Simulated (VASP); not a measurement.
Wanted: the native input for a VASP 6.6.1 run.

```
Task                   : single point
Functional             : PBE
Potentials or basis    : VASP PAW PBE potentials, release 64 (K_sv, I)
Cutoff                 : 520 eV
k mesh                 : 9 × 9 × 9
Occupations            : fermi-dirac, width 0.03 eV
Spin                   : no spin polarisation
Dipole correction      : no
Further INCAR settings : ALGO = Normal; EDIFF = 1e-06; NBANDS = 15
```

The structure of KI (zincblende type) lies in POSCAR:

```
KI
1.0
    0.0000000000      3.9609926654      3.9609926654
    3.9609926654      0.0000000000      3.9609926654
    3.9609926654      3.9609926654      0.0000000000
K I
1 1
Direct
    0.0000000000      0.0000000000      0.0000000000
    0.2500000000      0.2500000000      0.2500000000
```

This cell differs from its parent crystal: volume scaled by 0.975.

The input as run:

INCAR

```
SYSTEM = KI
  PREC = Accurate
  ENCUT = 520
  EDIFF = 1E-6
  ISMEAR = -1
  SIGMA = 0.03
  LREAL = .False.
  LASPH = .True.
  NELM = 80
  ALGO = Normal
  ISIF = 2
  LWAVE = .False.
  LCHARG = .False.
  GGA = PE
  NBANDS = 15
```

KPOINTS

```
Automatic mesh
0
Gamma
  9 9 9
  0 0 0
```

Potentials or basis: VASP PAW PBE potentials, release 64 (K_sv, I).

Run with:

```bash
$ cat potpaw_PBE.64/K_sv/POTCAR potpaw_PBE.64/I/POTCAR > POTCAR
$ mpirun -np 1 vasp_std > vasp.out
```

It gave:

```yaml
Pressure: 0.2 GPa
Band_gap_on_the_k_mesh: 3.93 eV, indirect (the least direct gap lies 3.2 meV higher)
```

Caveat: spin-orbit coupling is left out, which moves the levels of the heavy elements.

Run time: 55 s on 1 thread of Intel(R) Xeon(R) Platinum 8259CL CPU @ 2.50GHz (Skylake/Cascade Lake) (shared host), peak memory 0.28 GiB.
